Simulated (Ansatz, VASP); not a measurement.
**Bi2S3: VASP beside Ansatz**

```
CELL_PARAMETERS angstrom
11.13600 0.00000 0.00000
0.00000 3.95740 0.00000
0.00000 0.00000 11.03500
ATOMIC_POSITIONS crystal
Bi 0.00674 0.25000 0.67531
Bi 0.49326 0.75000 0.17531
Bi 0.50674 0.25000 0.82469
Bi 0.99326 0.75000 0.32469
Bi 0.33381 0.25000 0.46857
Bi 0.16619 0.75000 0.96857
Bi 0.83381 0.25000 0.03143
Bi 0.66619 0.75000 0.53143
S 0.05027 0.25000 0.12972
S 0.44973 0.75000 0.62972
S 0.55027 0.25000 0.37028
S 0.94973 0.75000 0.87028
S 0.37711 0.25000 0.05664
S 0.12289 0.75000 0.55664
S 0.87711 0.25000 0.44336
S 0.62289 0.75000 0.94336
S 0.21849 0.25000 0.80486
S 0.28151 0.75000 0.30486
S 0.71849 0.25000 0.69514
S 0.78151 0.75000 0.19514
```

Alike in both runs: functional PBE; k mesh 3 × 7 × 3; occupations fermi-dirac, width 0.02 eV; no spin polarisation.

Ansatz relaxed the structure, and its values are those at the end. VASP's run is a single point on that final structure, the one shown.

|  | VASP | Ansatz |
| --- | --- | --- |
| version | VASP 6.6.1 | Ansatz 0.2.0 |
| potentials or method | VASP PAW PBE potentials, release 64 (Bi_d, S) | plane-wave PAW, scalar-relativistic |
| plane-wave cutoff (eV) | 520 | 420 |
| valence electrons in the cell | 192 | 192 |

|  | VASP | Ansatz | Ansatz less VASP |
| --- | --- | --- | --- |
| gap on the k mesh at the Fermi level (eV) | 1.24 | 1.23 | -0.004 |
| pressure (GPa) | 2.6 | 2.7 | +0.08 |
| rms of the force components (eV/Å) | 0.006 | 0.002 | -0.0040 |

Ansatz's warnings: stress scf threshold loose.

Spin-orbit coupling is off throughout.
